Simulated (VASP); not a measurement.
# YReSe4 (P4/mmm) in VASP: relaxation of cell and atoms with PBE

Aim: the relaxation of cell and atoms of YReSe4 with PBE.

Program: VASP 6.6.1. These are calculated values, not measurements. Logs are shortened: lines on timing, memory, paths and dates and some standing lists are left out, and cuts for length are marked.

## Step 1: The cell of the first run

Symmetry: P4/mmm, No. 123, tetragonal system. Conventional cell: a = 4.622 Å, b = 4.622 Å, c = 6.537 Å, α = 90.00°, β = 90.00°, γ = 90.00°. Within 3.7 Å of Y (site symmetry 4/mmm) lie 8 Se at 2.83 Å. Re (site symmetry 4/mmm) has 8 Se at 2.83 Å within 3.7 Å. Within 3.7 Å of Se (site symmetry 2mm) lie 2 Y at 2.83 Å and 2 Re at 2.83 Å and 6 Se at 3.27 Å.

## Step 2: Relaxation of cell and atoms, PBE, collinear spin

INCAR reads:

```
ALGO = Normal
EDIFF = 1E-6
EDIFFG = -0.04
ENCUT = 600
GGA = PE
IBRION = 2
ISIF = 3
ISMEAR = 0
ISPIN = 2
LASPH = T
LCHARG = F
LMAXMIX = 4
LORBIT = 11
LREAL = F
LWAVE = F
MAGMOM = 0 1 0 0 0 0
NELM = 150
NSW = 90
PREC = Accurate
SIGMA = 0.1
```

KPOINTS reads:

```
k-points
0
Gamma
  4 4 4
```

POSCAR reads:

```
YReSe4
1.0
    4.6221871400      0.0000000000      0.0000000000
    0.0000000000      4.6221871400      0.0000000000
    0.0000000000      0.0000000000      6.5367597500
Y Re Se
1 1 4
Direct
    0.0000000000      0.0000000000      0.0000000000
    0.5000000000      0.5000000000      0.5000000000
    0.5000000000      0.0000000000      0.2500000000
    0.0000000000      0.5000000000      0.7500000000
    0.5000000000      0.0000000000      0.7500000000
    0.0000000000      0.5000000000      0.2500000000
```

Potentials or basis: VASP PAW PBE potentials, release 64 (Y_sv, Re, Se).

Started as:

```
$ cat potpaw_PBE.64/Y_sv/POTCAR potpaw_PBE.64/Re/POTCAR potpaw_PBE.64/Se/POTCAR > POTCAR
$ mpirun -np 1 vasp_std > vasp.out
```

OUTCAR:

```text
EDIFF = 1E-6
   EDIFFG = -0.04
   ENCUT = 600
   GGA = PE
   IBRION = 2
   ISIF = 3
   ISMEAR = 0
   ISPIN = 2
   LASPH = T
   LORBIT = 11
   LREAL = F
   NELM = 150
   NSW = 90
   PREC = Accurate

 ion  position               nearest neighbor table
   1  0.000  0.000  0.000-   3 2.83   4 2.83   5 2.83   6 2.83   4 2.83   6 2.83   3 2.83   5 2.83

   2  0.500  0.500  0.500-   3 2.83   4 2.83   5 2.83   6 2.83   3 2.83   5 2.83   4 2.83   6 2.83

   3  0.500  0.000  0.250-   1 2.83   2 2.83   2 2.83   1 2.83
   4  0.000  0.500  0.750-   1 2.83   2 2.83   1 2.83   2 2.83
   5  0.500  0.000  0.750-   1 2.83   2 2.83   2 2.83   1 2.83
   6  0.000  0.500  0.250-   1 2.83   2 2.83   1 2.83   2 2.83

  LATTYP: Found a simple tetragonal cell.
 ALAT       =     4.6221871400
 C/A-ratio  =     1.4142135643

  Lattice vectors:

 A1 = (   4.6221871400,   0.0000000000,   0.0000000000)
 A2 = (   0.0000000000,   4.6221871400,   0.0000000000)
 A3 = (   0.0000000000,   0.0000000000,   6.5367597500)

Analysis of symmetry for initial positions (statically):
=====================================================================
 Subroutine PRICEL returns:
 Original cell was already a primitive cell.

 Routine SETGRP: Setting up the symmetry group for a
 simple tetragonal supercell.

 Subroutine GETGRP returns: Found 16 space group operations
 (whereof 16 operations were pure point group operations)
 out of a pool of 16 trial point group operations.

The static configuration has the point symmetry D_4h.

Analysis of symmetry for dynamics (positions and initial velocities):
=====================================================================
 Subroutine PRICEL returns:
 Original cell was already a primitive cell.

 Routine SETGRP: Setting up the symmetry group for a
 simple tetragonal supercell.

 Subroutine GETGRP returns: Found 16 space group operations
 (whereof 16 operations were pure point group operations)
 out of a pool of 16 trial point group operations.

The dynamic configuration has the point symmetry D_4h.

Analysis of structural, dynamic, and magnetic symmetry:
=====================================================================
 Subroutine PRICEL returns:
 Original cell was already a primitive cell.

 Routine SETGRP: Setting up the symmetry group for a
 simple tetragonal supercell.

 Subroutine GETGRP returns: Found 16 space group operations
 (whereof 16 operations were pure point group operations)
 out of a pool of 16 trial point group operations.

The overall configuration has the point symmetry D_4h.

 Subroutine INISYM returns: Found 16 space group operations
 (whereof 16 operations are pure point group operations),
 and found     1 'primitive' translations

----------------------------------------------------------------------------------------

                                     Primitive cell

  volume of cell :     139.6553

  direct lattice vectors                    reciprocal lattice vectors
     4.622187140  0.000000000  0.000000000     0.216347796  0.000000000  0.000000000
     0.000000000  4.622187140  0.000000000     0.000000000  0.216347796  0.000000000
     0.000000000  0.000000000  6.536759750     0.000000000  0.000000000  0.152980993

  length of vectors
     4.622187140  4.622187140  6.536759750     0.216347796  0.216347796  0.152980993

  position of ions in fractional coordinates (direct lattice)
     0.000000000  0.000000000  0.000000000
     0.500000000  0.500000000  0.500000000
     0.500000000  0.000000000  0.250000000
     0.000000000  0.500000000  0.750000000
     0.500000000  0.000000000  0.750000000
     0.000000000  0.500000000  0.250000000

  ion indices of the primitive-cell ions
   primitive index   ion index
                 1           1
                 2           2
                 3           3
                 4           4
                 5           5
                 6           6

----------------------------------------------------------------------------------------

 KPOINTS: k-points

Automatic generation of k-mesh.
 Grid dimensions read from file:
 generate k-points for:    4    4    4

 Generating k-lattice:

  Cartesian coordinates                     Fractional coordinates (reciprocal lattice)
     0.054086949  0.000000000  0.000000000     0.250000000  0.000000000  0.000000000
     0.000000000  0.054086949  0.000000000     0.000000000  0.250000000  0.000000000
     0.000000000  0.000000000  0.038245248     0.000000000  0.000000000  0.250000000

  Length of vectors
     0.054086949  0.054086949  0.038245248

  Shift w.r.t. Gamma in fractional coordinates (k-lattice)
     0.000000000  0.000000000  0.000000000

 Subroutine IBZKPT returns following result:
 ===========================================

 Found     18 irreducible k-points:

 Following reciprocal coordinates:
            Coordinates               Weight
  0.000000  0.000000  0.000000      1.000000
  0.250000  0.000000  0.000000      4.000000
  0.500000  0.000000  0.000000      2.000000
  0.250000  0.250000  0.000000      4.000000
  0.500000  0.250000  0.000000      4.000000
  0.500000  0.500000  0.000000      1.000000
[... 10 lines left out ...]
  0.500000  0.250000  0.500000      4.000000
  0.500000  0.500000  0.500000      1.000000
   k-points           NKPTS =     18   k-points in BZ     NKDIM =     18   number of bands    NBANDS=     26
   number of dos      NEDOS =    301   number of ions     NIONS =      6
   total plane-waves  NPLWV =  86400
   dimension x,y,z NGX =    40 NGY =   40 NGZ =   54
   dimension x,y,z NGXF=    80 NGYF=   80 NGZF=  108
   ions per type =               1   1   4
   NGX,Y,Z   is equivalent  to a cutoff of  14.39, 14.39, 13.73 a.u.
   NGXF,Y,Z  is equivalent  to a cutoff of  28.77, 28.77, 27.47 a.u.
 SYSTEM =  unknown system
   PREC   = accura    normal or accurate (medium, high low for compatibility)
   ISTART =      0    job   : 0-new  1-cont  2-samecut
   ICHARG =      2    charge: 1-file 2-atom 10-const
   ISPIN  =      2    spin polarized calculation?
   LNONCOLLINEAR =      F non collinear calculations
   LSORBIT =      F    spin-orbit coupling
   LASPH  =      T    aspherical Exc in radial PAW
   ENCUT  =  600.0 eV  44.10 Ry    6.64 a.u.   9.23  9.23 13.06*2*pi/ulx,y,z
   NELM   =    150;   NELMIN=  2; NELMDL= -5     # of ELM steps
   EDIFF  = 0.1E-05   stopping-criterion for ELM
   LREAL  =      F    real-space projection
   EDIFFG = -.4E-01   stopping-criterion for IOM
   NSW    =     90    number of steps for IOM
   IBRION =      2    ionic relax: 0-MD 1-quasi-New 2-CG
   NFREE  =      1    steps in history (QN), initial steepest desc. (CG)
   ISIF   =      3    stress and relaxation
   ISYM   =      2    0-nonsym 1-usesym 2-fastsym
   POTIM  = 0.5000    time-step for ionic-motion
   TEBEG  =    0.0;   TEEND  =   0.0 temperature during run
   PSTRESS=    0.0 pullay stress
   NELECT =      42.0000    total number of electrons
   NUPDOWN=      -1.0000    fix difference up-down
   EMIN   =  10.00;   EMAX   =-10.00  energy-range for DOS
   EFERMI =   0.00;   METHOD = LEGACY
   ISMEAR =     0;   SIGMA  =   0.10  broadening in eV -4-tet -1-fermi 0-gaus
   EFERMI_NEDOS =   21; number of points for ismear=-14 and -15
   IALGO  =     38    algorithm
   IMIX   =      4    mixing-type and parameters
     AMIX     =   0.40;   BMIX     =  1.00
     AMIX_MAG =   1.60;   BMIX_MAG =  1.00
  volume/ion in A,a.u.               =      23.28       157.07
  Fermi-wavevector in a.u.,A,eV,Ry     =   1.096829  2.072705 16.368255  1.203033
  Thomas-Fermi vector in A             =   2.233178
   LORBIT       =     11    0 simple, 1 ext, 2 COOP (PROOUT), +10 PAW based schemes
   GGA     = PE    functional components
   LHFCALC =     F    Hartree Fock is set to
   AEXX    =    0.0000 exact exchange contribution
   IVDW    =     0    specifies the selected vdW correction
   LEPSILON=     F    determine dielectric tensor
   LRPA    =     F    only Hartree local field effects (RPA)
 conjugate gradient relaxation of ions
 spin polarized calculation
 Gauss-broadening in eV      SIGMA  =   0.10
  energy-cutoff  :      600.00
  volume of cell :      139.66
 maximum number of plane-waves:      4702
 NGX is ok and might be reduce to    40
   NGX = 19   NGY = 19   NGZ = 27

--------------------------------------- Ionic step        1  -------------------------------------------

 number of electron      42.0000006 magnetization       1.4931966

 Free energy of the ion-electron system (eV)
  ---------------------------------------------------
  ext. energy  EPLUGINS =         0.00000000
  ---------------------------------------------------
  free energy    TOTEN  =       -34.86334214 eV

  energy without entropy =      -34.84904898  energy(sigma->0) =      -34.85619556

 E-fermi :   4.0047     XC(G=0):  -9.9861

 val. band max:        4.0039712317   @ k =   0.2500   0.2500   0.0000
 cond. band min:       4.0181179626   @ k =   0.5000   0.2500   0.2500
 fundamental gap:      0.0141467309
 Fermi energy:         4.0046959800

 spin component 1

 k-point     1 :       0.0000    0.0000    0.0000
  band No.  band energies     occupation
      1     -37.9569      1.00000
      2     -18.0742      1.00000
      3     -18.0606      1.00000
      4     -18.0606      1.00000
      5     -10.0804      1.00000
      6      -8.7219      1.00000
[... 1073 lines left out ...]
  energy  without entropy=      -34.8490489773  energy(sigma->0) =      -34.85619556

--------------------------------------- Ionic step        2  -------------------------------------------

 number of electron      42.0000003 magnetization       1.3670640

 E-fermi :   4.1224     XC(G=0): -10.0331

 val. band max:        4.0889522286   @ k =   0.2500   0.2500   0.2500
 cond. band min:       4.1866600631   @ k =   0.0000   0.0000   0.0000
 fundamental gap:      0.0977078345
 Fermi energy:         4.1223541346

 spin component 1

 k-point     1 :       0.0000    0.0000    0.0000
  band No.  band energies     occupation
      1     -38.0086      1.00000
      2     -18.0881      1.00000
      3     -18.0798      1.00000
      4     -18.0798      1.00000
      5     -10.0968      1.00000
      6      -8.5913      1.00000
[... 1313 lines left out ...]
  energy  without entropy=      -35.5546585904  energy(sigma->0) =      -35.56475084

--------------------------------------- Ionic step        9  -------------------------------------------

 number of electron      41.9999998 magnetization       0.9477746

 Free energy of the ion-electron system (eV)
  ---------------------------------------------------
  ext. energy  EPLUGINS =         0.00000000
  ---------------------------------------------------
  free energy    TOTEN  =       -35.57493181 eV

  energy without entropy =      -35.55495865  energy(sigma->0) =      -35.56494523

 E-fermi :   4.3808     XC(G=0): -10.0527

 val. band max:        4.3513470760   @ k =   0.2500   0.0000   0.5000
 cond. band min:       4.4166013626   @ k =   0.2500   0.0000   0.0000
 fundamental gap:      0.0652542866
 Fermi energy:         4.3808103964

 spin component 1

 k-point     1 :       0.0000    0.0000    0.0000
  band No.  band energies     occupation
      1     -38.3115      1.00000
      2     -18.3405      1.00000
      3     -18.3405      1.00000
      4     -18.2959      1.00000
      5     -10.2363      1.00000
      6      -8.7797      1.00000
[... 1069 lines left out ...]
  FREE ENERGIE OF THE ION-ELECTRON SYSTEM (eV)
  ---------------------------------------------------
  free  energy   TOTEN  =       -35.5749318101 eV

  energy  without entropy=      -35.5549586482  energy(sigma->0) =      -35.56494523

 reached required accuracy - stopping structural energy minimisation

 total charge

# of ion       s       p       d       f       tot
--------------------------------------------------
    1        2.178   6.340   0.916   0.050   9.484
    2        0.439   0.411   4.704   0.000   5.554
    3        1.475   2.304   0.050   0.000   3.828
    4        1.475   2.304   0.050   0.000   3.828
    5        1.475   2.304   0.050   0.000   3.828
    6        1.475   2.304   0.050   0.000   3.828
--------------------------------------------------
tot          8.515  15.966   5.819   0.050  30.350

 magnetization (x)

# of ion       s       p       d       f       tot
--------------------------------------------------
    1        0.005   0.023   0.034   0.001   0.064
    2        0.010   0.010   0.696   0.000   0.716
    3        0.000   0.013   0.002   0.000   0.015
    4        0.000   0.013   0.002   0.000   0.015
    5        0.000   0.013   0.002   0.000   0.015
    6        0.000   0.013   0.002   0.000   0.015
--------------------------------------------------
tot          0.016   0.087   0.738   0.001   0.842
```

Wall time 46 min (1 thread of Intel Xeon 8259CL, shared host); peak memory 0.47 GiB.

What came out:

```
Free energy                                           : -35.5749 eV
Relaxed volume                                        : 22.87 Å³/atom
Relaxed cell                                          : a = 4.498 Å, b = 4.498 Å, c = 6.782 Å, α = 90.00°, β = 90.00°, γ = 90.00°
Space group after relaxing (to 0.1 Å)                 : P4/mmm (No. 123)
Energy gained by relaxing                             : 118.6 meV/atom
Ionic steps                                           : 9
Pressure after relaxing                               : -0.2 GPa
Largest force after relaxing                          : 0.036 eV/Å
Net moment                                            : 0.95 μB per cell
Site moments                                          : Y +0.06; Re +0.72; Se +0.01 μB
Valence electrons inside the program's atomic spheres : Y 9.48; Re 5.55; Se 3.83
```

Forces on the atoms (eV/Å):
```
Y    0.000  0.000  0.000
Re   0.000  0.000  0.000
Se   0.000  0.000 -0.036
Se   0.000  0.000  0.036
Se   0.000  0.000  0.036
Se   0.000  0.000 -0.036
```

Stress tensor (GPa, compression positive):
```
-0.24  0.00  0.00
 0.00 -0.24  0.00
 0.00  0.00 -0.08
```

Step by step:
```
step  energy change (eV)  largest force (eV/Å)  pressure (GPa)  volume (Å³)
   1              0.0000                1.7414           -0.51       139.66
   2             -0.4519                0.8853           -0.47       138.15
   3             -0.5707                0.0132            0.16       136.83
   4             -0.5715                0.0864            0.08       136.93
   5             -0.6178                0.0571            0.12       137.08
   6             -0.7092                0.1211           -0.29       137.24
   7             -0.7093                0.0438            0.72       135.79
   8             -0.7115                0.0381            0.22       136.49
   9             -0.7116                0.0359           -0.18       137.21
```

Final structure:
```cif
data_structure
_symmetry_space_group_name_H-M 'P 1'
_symmetry_Int_Tables_number 1
_cell_length_a 4.4980
_cell_length_b 4.4980
_cell_length_c 6.7817
_cell_angle_alpha 90.000
_cell_angle_beta 90.000
_cell_angle_gamma 90.000
_cell_volume 137.21
loop_
_atom_site_label
_atom_site_type_symbol
_atom_site_fract_x
_atom_site_fract_y
_atom_site_fract_z
_atom_site_occupancy
Y1 Y 0.00000 0.00000 0.00000 1
Re1 Re 0.50000 0.50000 0.50000 1
Se1 Se 0.50000 0.00000 0.28183 1
Se2 Se 0.00000 0.50000 0.71817 1
Se3 Se 0.50000 0.00000 0.71817 1
Se4 Se 0.00000 0.50000 0.28183 1
```

Levels at points of the mesh, in eV from the Fermi level:
Spin up:
```tsv
k point	band 20	band 21	band 22	band 23	band 24	band 25
(0.00, 0.00, 0.00)	-0.08	-0.08	0.76	0.88	1.41	2.68
(0.50, 0.00, 0.00)	-0.94	-0.75	0.08	1.48	2.11	2.54
(0.50, 0.50, 0.00)	0.08	0.92	1.27	1.47	1.61	1.61
(0.00, 0.00, 0.50)	-0.57	-0.45	-0.45	1.80	2.51	2.82
(0.50, 0.00, 0.50)	-1.62	-0.91	-0.52	0.72	1.31	1.92
(0.50, 0.50, 0.50)	0.37	0.95	1.16	1.27	1.27	1.94
```
Spin down:
| k point | band 18 | band 19 | band 20 | band 21 | band 22 | band 23 | band 24 | band 25 |
| --- | --- | --- | --- | --- | --- | --- | --- | --- |
| (0.00, 0.00, 0.00) | -0.67 | -0.55 | -0.04 | -0.04 | 0.87 | 0.88 | 1.59 | 2.73 |
| (0.50, 0.00, 0.00) | -1.85 | -1.29 | -0.72 | -0.62 | 0.82 | 1.70 | 2.27 | 2.56 |
| (0.50, 0.50, 0.00) | -0.78 | -0.07 | 0.15 | 1.01 | 1.26 | 1.55 | 1.81 | 1.81 |
| (0.00, 0.00, 0.50) | -0.44 | -0.44 | -0.44 | -0.40 | -0.40 | 1.88 | 2.63 | 2.98 |
| (0.50, 0.00, 0.50) | -2.40 | -1.79 | -1.61 | -0.58 | 0.23 | 0.96 | 1.45 | 2.14 |
| (0.50, 0.50, 0.50) | -0.56 | 0.44 | 0.51 | 1.02 | 1.15 | 1.49 | 1.49 | 1.95 |

Caveat: spin-orbit coupling is left out, which moves the levels of the heavy elements.
